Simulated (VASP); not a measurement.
Runs of VASP 6.6.1 on Ni2H. The structure is that of space group P-3m1 (No. 164), or close to it. The cells are those of the table. 

```csv
task,spin,cell,k mesh,cutoff (eV),gap on the mesh (eV),pressure (GPa),largest force (eV/Å)
single point,off,"a = 2.524, b = 2.524, c = 4.179 Å, angles 90.0, 90.0, 120.0°, 3 atoms",21 × 21 × 10,520,none,-2.9,0.01
relaxation of cell and atoms,off,"relaxed from a = 2.510, b = 2.510, c = 4.164 Å, angles 90.0, 90.0, 120.0°, 3 atoms",21 × 21 × 10,600,none,0.0,-
single point,off,"a = 2.512, b = 2.512, c = 4.161 Å, angles 90.0, 90.0, 120.0°, 3 atoms",21 × 21 × 10,520,none,0.1,0.01
relaxation of cell and atoms,off,"relaxed to 3 GPa from a = 2.489, b = 2.489, c = 4.122 Å, angles 90.0, 90.0, 120.0°, 3 atoms",21 × 21 × 10,600,none,3.0,-
single point,"collinear, ferromagnetic start","a = 2.510, b = 2.510, c = 4.164 Å, angles 90.0, 90.0, 120.0°, 3 atoms",9 × 9 × 6,520,none,0.1,(a)
```

Alike in all rows: level PBEsol; potentials or basis VASP PAW PBE potentials, release 64 (Ni, H); smearing gaussian 0.1 eV.

Task: Fill in the values left out.

Result: (a) 0.03.

Caveats: the PAW data sets were made with another functional, which shifts forces and pressure a little; the cell is relaxed towards a set pressure, so the enthalpy falls and the energy may rise (some runs).

A gap of «none» marks levels without a gap at the run's occupations.
